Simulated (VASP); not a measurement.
# Sr2O5 (cubic X2O5 type) (Pn-3m) in VASP: a series of runs

The runs below take Sr2O5 (cubic X2O5 type) through single point, with PBE.

Everything below comes from runs of VASP 6.6.1. Logs are shortened: lines on timing, memory, paths and dates and some standing lists are left out, and cuts for length are marked.

## (1) The cell of the first run

It takes space group Pn-3m (No. 224, cubic). The conventional cell has a = 5.804 Å, b = 5.804 Å, c = 5.804 Å, α = 90.00°, β = 90.00°, γ = 90.00°. Sr (site symmetry -3m) has 12 O at 2.51 to 2.90 Å within 3.3 Å. Within 3.3 Å of O (site symmetry -3m) lie 6 O at 2.51 Å and 6 Sr at 2.90 Å. Within 3.3 Å of O (site symmetry -42m) lie 4 Sr at 2.51 Å and 8 O at 2.51 to 2.90 Å.

## (2) Single point, PBE

The input, INCAR:

```
  PREC = Accurate
  ENCUT = 520
  EDIFF = 1E-6
  ISMEAR = -1
  SIGMA = 0.06122561905347299
  LREAL = F
  LASPH = T
  NELM = 100
  ALGO = Normal
  ISIF = 2
  LWAVE = F
  LCHARG = F
  GGA = PE
  NBANDS = 63
```

The input, KPOINTS:

```
Automatic mesh
0
Gamma
  7 7 7
```

The input, POSCAR:

```
Sr2O5
1.0
    5.8044368199      0.0000000000      0.0000000000
    0.0000000000      5.8044368199      0.0000000000
    0.0000000000      0.0000000000      5.8044368199
Sr O
4 10
Direct
    0.0000000000      0.0000000000      0.0000000000
    0.5000000000      0.5000000000      0.0000000000
    0.5000000000      0.0000000000      0.5000000000
    0.0000000000      0.5000000000      0.5000000000
    0.5000000000      0.0000000000      0.0000000000
    0.0000000000      0.5000000000      0.0000000000
    0.0000000000      0.0000000000      0.5000000000
    0.5000000000      0.5000000000      0.5000000000
    0.7500000000      0.7500000000      0.2500000000
    0.7500000000      0.2500000000      0.7500000000
    0.2500000000      0.7500000000      0.7500000000
    0.7500000000      0.2500000000      0.2500000000
    0.2500000000      0.7500000000      0.2500000000
    0.2500000000      0.2500000000      0.7500000000
```

Potentials or basis: VASP PAW PBE potentials, release 64 (Sr_sv, O).

Launch:

```console
$ cat potpaw_PBE.64/Sr_sv/POTCAR potpaw_PBE.64/O/POTCAR > POTCAR
$ mpirun -np 1 vasp_std > vasp.out
```

OUTCAR:

```text
PREC = Accurate
   ENCUT = 520
   EDIFF = 1E-6
   ISMEAR = -1
   LREAL = F
   LASPH = T
   NELM = 100
   ISIF = 2
   GGA = PE

 ion  position               nearest neighbor table
   1  0.000  0.000  0.000-   9 2.51  10 2.51  11 2.51  12 2.51  13 2.51  14 2.51   5 2.90   6 2.90
                             7 2.90   7 2.90   6 2.90   5 2.90   3 4.10   4 4.10   2 4.10   2 4.10
   2  0.500  0.500  0.000-   9 2.51  10 2.51  11 2.51  12 2.51  13 2.51  14 2.51   5 2.90   6 2.90
                             8 2.90   8 2.90   5 2.90   6 2.90   3 4.10   4 4.10   1 4.10   1 4.10
   3  0.500  0.000  0.500-   9 2.51  10 2.51  11 2.51  12 2.51  13 2.51  14 2.51   5 2.90   7 2.90
                             8 2.90   5 2.90   8 2.90   7 2.90   1 4.10   2 4.10   1 4.10   2 4.10
   4  0.000  0.500  0.500-   9 2.51  10 2.51  11 2.51  12 2.51  13 2.51  14 2.51   6 2.90   7 2.90
                             8 2.90   6 2.90   7 2.90   8 2.90   1 4.10   2 4.10   1 4.10   1 4.10
   5  0.500  0.000  0.000-   1 2.90   2 2.90   3 2.90   3 2.90   2 2.90   1 2.90
   6  0.000  0.500  0.000-   1 2.90   2 2.90   4 2.90   4 2.90   1 2.90   2 2.90
   7  0.000  0.000  0.500-   1 2.90   3 2.90   4 2.90   1 2.90   4 2.90   3 2.90
   8  0.500  0.500  0.500-   2 2.90   3 2.90   4 2.90   2 2.90   3 2.90   4 2.90
   9  0.750  0.750  0.250-   1 2.51   2 2.51   3 2.51   4 2.51
  10  0.750  0.250  0.750-   1 2.51   2 2.51   3 2.51   4 2.51
  11  0.250  0.750  0.750-   1 2.51   2 2.51   3 2.51   4 2.51
  12  0.750  0.250  0.250-   1 2.51   2 2.51   3 2.51   4 2.51
  13  0.250  0.750  0.250-   1 2.51   2 2.51   3 2.51   4 2.51
  14  0.250  0.250  0.750-   1 2.51   2 2.51   3 2.51   4 2.51

  LATTYP: Found a simple cubic cell.
 ALAT       =     5.8044368199

  Lattice vectors:

 A1 = (   5.8044368199,   0.0000000000,   0.0000000000)
 A2 = (   0.0000000000,   5.8044368199,   0.0000000000)
 A3 = (   0.0000000000,   0.0000000000,   5.8044368199)

Analysis of symmetry for initial positions (statically):
=====================================================================
 Subroutine PRICEL returns:
 Original cell was already a primitive cell.

 Routine SETGRP: Setting up the symmetry group for a
 simple cubic supercell.

 Subroutine GETGRP returns: Found 48 space group operations
 (whereof 12 operations were pure point group operations)
 out of a pool of 48 trial point group operations.

The static configuration has the point symmetry D_3d.
 The point group associated with its full space group is O_h .

Analysis of symmetry for dynamics (positions and initial velocities):
=====================================================================
[... 149 lines left out ...]
     AMIX     =   0.40;   BMIX     =  1.00
     AMIX_MAG =   1.60;   BMIX_MAG =  1.00
  volume/ion in A,a.u.               =      13.97        94.26
  Fermi-wavevector in a.u.,A,eV,Ry     =   1.309126  2.473889 23.317808  1.713811
  Thomas-Fermi vector in A             =   2.439746
   LORBIT       =      0    0 simple, 1 ext, 2 COOP (PROOUT), +10 PAW based schemes
   GGA     = PE    functional components
   LHFCALC =     F    Hartree Fock is set to
   AEXX    =    0.0000 exact exchange contribution
   IVDW    =     0    specifies the selected vdW correction
   LEPSILON=     F    determine dielectric tensor
   LRPA    =     F    only Hartree local field effects (RPA)
 non-spin polarized calculation
  energy-cutoff  :      520.00
  volume of cell :      195.56
 maximum number of plane-waves:      5286
 NGX is ok and might be reduce to    48
   NGX = 21   NGY = 21   NGZ = 21

 number of electron     100.0000000 magnetization

 number of electron      99.9999953 magnetization

 Free energy of the ion-electron system (eV)
  ---------------------------------------------------
  ext. energy  EPLUGINS =         0.00000000
  ---------------------------------------------------
  free energy    TOTEN  =       -65.86492626 eV

  energy without entropy =      -65.53292760  energy(sigma->0) =      -65.69892693

 E-fermi :   0.9848     XC(G=0): -10.1823

 val. band max:        0.9828766903   @ k =   0.4286   0.2857   0.1429
 cond. band min:       0.9988968330   @ k =   0.2857   0.2857   0.0000
 fundamental gap:      0.0160201427
 Fermi energy:         0.9848295470

 k-point     1 :       0.0000    0.0000    0.0000
  band No.  band energies     occupation
      1     -31.0037      2.00000
      2     -30.9418      2.00000
      3     -30.9418      2.00000
      4     -30.9418      2.00000
      5     -16.3114      2.00000
      6     -16.2485      2.00000
[... 1289 lines left out ...]
     61       9.5048      0.00000
     62      10.5175      0.00000
 [bands above 62 left out]

------------------------ aborting loop because EDIFF is reached ----------------------------------------

  FORCE on cell =-STRESS in cart. coord.  units (eV):
  Direction    XX          YY          ZZ          XY          YZ          ZX
  --------------------------------------------------------------------------------------
  -------------------------------------------------------------------------------------
  Total        0.4383085      0.4383085      0.4383085     -0.0000000     -0.0000000      0.0000000
  in kB        3.5909569      3.5909569      3.5909569     -0.0000000     -0.0000000      0.0000000
  external PRESSURE =       3.5909569 kB  Pullay stress =       0.0000000 kB

 VOLUME and BASIS-vectors are now :
 -----------------------------------------------------------------------------
  energy-cutoff  :      520.00
  volume of cell :      195.56
      direct lattice vectors                 reciprocal lattice vectors
     5.804436820  0.000000000  0.000000000     0.172282003  0.000000000  0.000000000
     0.000000000  5.804436820  0.000000000     0.000000000  0.172282003  0.000000000
     0.000000000  0.000000000  5.804436820     0.000000000  0.000000000  0.172282003

 POSITION                                       TOTAL-FORCE (eV/Angst)
 -----------------------------------------------------------------------------------
      0.00000      0.00000      0.00000        -0.000000     -0.000000      0.000000
      2.90222      2.90222      0.00000        -0.000000     -0.000000      0.000000
      2.90222      0.00000      2.90222        -0.000000     -0.000000      0.000000
      0.00000      2.90222      2.90222        -0.000000     -0.000000      0.000000
      2.90222      0.00000      0.00000        -0.000000     -0.000000      0.000000
      0.00000      2.90222      0.00000        -0.000000     -0.000000      0.000000
      0.00000      0.00000      2.90222        -0.000000     -0.000000      0.000000
      2.90222      2.90222      2.90222        -0.000000     -0.000000      0.000000
      4.35333      4.35333      1.45111         0.000000     -0.000000     -0.000000
      4.35333      1.45111      4.35333         0.000000      0.000000      0.000000
      1.45111      4.35333      4.35333        -0.000000      0.000000     -0.000000
      4.35333      1.45111      1.45111        -0.000000     -0.000000     -0.000000
      1.45111      4.35333      1.45111        -0.000000      0.000000     -0.000000
      1.45111      1.45111      4.35333         0.000000      0.000000      0.000000
 -----------------------------------------------------------------------------------
    total drift:                               -0.000000      0.000000      0.000000

  FREE ENERGIE OF THE ION-ELECTRON SYSTEM (eV)
  ---------------------------------------------------
  free  energy   TOTEN  =       -65.8649262584 eV

  energy  without entropy=      -65.5329276002  energy(sigma->0) =      -65.69892693
```

stdout:

```text
POSCAR found type information on POSCAR SrO
 POSCAR found :  2 types and      14 ions
 scaLAPACK will be used
 LDA part: xc-table for (Slater+PW92), standard interpolation
 POSCAR, INCAR and KPOINTS ok, starting setup
 FFT: planning ... GRIDC
 FFT: planning ... GRID_SOFT
 FFT: planning ... GRID
 WAVECAR not read
 entering main loop
```

Wall time 7.5 min (1 thread of Intel Xeon Platinum 8488C (Sapphire Rapids), shared host); peak memory 0.42 GiB.

What came out:

```
Free energy            : -65.8649 eV
Pressure               : 0.4 GPa
Band gap on the k mesh : zero (bands 50 and 51 overlap by 0.17 eV)
```

Levels at points of the mesh, in eV from the Fermi level:
```csv
k point,band 47,band 48,band 49,band 50,band 51,band 52,band 53,band 54
"(0.00, 0.00, 0.00)",-0.68,0.06,0.06,0.06,0.36,0.36,0.36,0.39
```

Caveat: semilocal functionals underestimate gaps, so a narrow gap can read as zero.

## (3) Single point, PBE

This run uses another cell than the first one, of 14.25 Å³/atom.

The input, INCAR:

```
SYSTEM = Sr2O5
ALGO = Normal
EDIFF = 1E-6
ENCUT = 520
GGA = PE
ISIF = 2
ISMEAR = -1
LASPH = .TRUE.
LCHARG = .FALSE.
LREAL = .FALSE.
LWAVE = .FALSE.
NBANDS = 63
NELM = 80
PREC = Accurate
SIGMA = 0.06122561905347299
```

The input, KPOINTS:

```
k-points
0
G
  7 7 7
  0 0 0
```

Changes to POSCAR since step 2:

```diff
@@ -2,5 +2,5 @@
 1.0
-    5.8044368199      0.0000000000      0.0000000000
-    0.0000000000      5.8044368199      0.0000000000
-    0.0000000000      0.0000000000      5.8044368199
+    5.8428779192      0.0000000000      0.0000000000
+    0.0000000000      5.8428779192      0.0000000000
+    0.0000000000      0.0000000000      5.8428779192
 Sr O
```

Potentials or basis: VASP PAW PBE potentials, release 64 (Sr_sv, O).

Launch:

```console
$ cat potpaw_PBE.64/Sr_sv/POTCAR potpaw_PBE.64/O/POTCAR > POTCAR
$ mpirun -np 1 vasp_std > vasp.out
```

Wall time 6.5 min (1 thread of Intel Xeon Platinum 8488C (Sapphire Rapids), shared host); peak memory 0.42 GiB.

It converged, with:

```
Free energy            : -65.8593 eV
Pressure               : -1.1 GPa
Band gap on the k mesh : zero (bands 50 and 51 overlap by 0.17 eV)
```

Levels at points of the mesh, in eV from the Fermi level:
| k point | band 46 | band 47 | band 48 | band 49 | band 50 | band 51 | band 52 | band 53 | band 54 | band 55 |
| --- | --- | --- | --- | --- | --- | --- | --- | --- | --- | --- |
| (0.00, 0.00, 0.00) | -0.66 | -0.66 | 0.06 | 0.06 | 0.06 | 0.35 | 0.35 | 0.35 | 0.38 | 0.38 |

Caveat: semilocal functionals underestimate gaps, so a narrow gap can read as zero.

(Part 1 of 3 ends here.)
